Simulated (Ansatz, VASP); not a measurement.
## Two plane-wave programs on Co

```
CELL_PARAMETERS angstrom
-1.40625 1.40625 1.40625
1.40625 -1.40625 1.40625
1.40625 1.40625 -1.40625
ATOMIC_POSITIONS crystal
Co 0.00000 0.00000 0.00000
```

Alike in both runs: task relaxation of cell and atoms; functional PBE; k mesh 16 × 16 × 16; occupations fermi-dirac, width 0.08 eV; collinear spin.

|  | VASP | Ansatz |
| --- | --- | --- |
| version | VASP 6.6.1 | Ansatz 0.2.0 |
| potentials or method | VASP PAW PBE potentials, release 64 (Co) | PAW with Ansatz's default frozen-core files, scalar-relativistic |
| plane-wave cutoff (eV) | 600 | 420 |
| valence electrons in the cell | 9 | 17 |

Ansatz gave:

```
net moment per atom (μB)                                      : 1.76
size of the moment on the site where the two differ most (μB) : 1.83
relaxed volume (Å³/atom)                                      : 11.11
relaxed cell length with the largest relative difference (Å)  : 2.435
```

**Question.** Which values does VASP return?

**Answer.** net moment per atom (μB): 1.74; size of the moment on the site where the two differ most (μB): 1.76; relaxed volume (Å³/atom): 11.06; relaxed cell length with the largest relative difference (Å): 2.431.

Site moments also hang on the region over which each program counts them. VASP's potentials hold 9 valence electrons a cell and Ansatz's 17, so a difference there can come from the potentials and not from the codes.
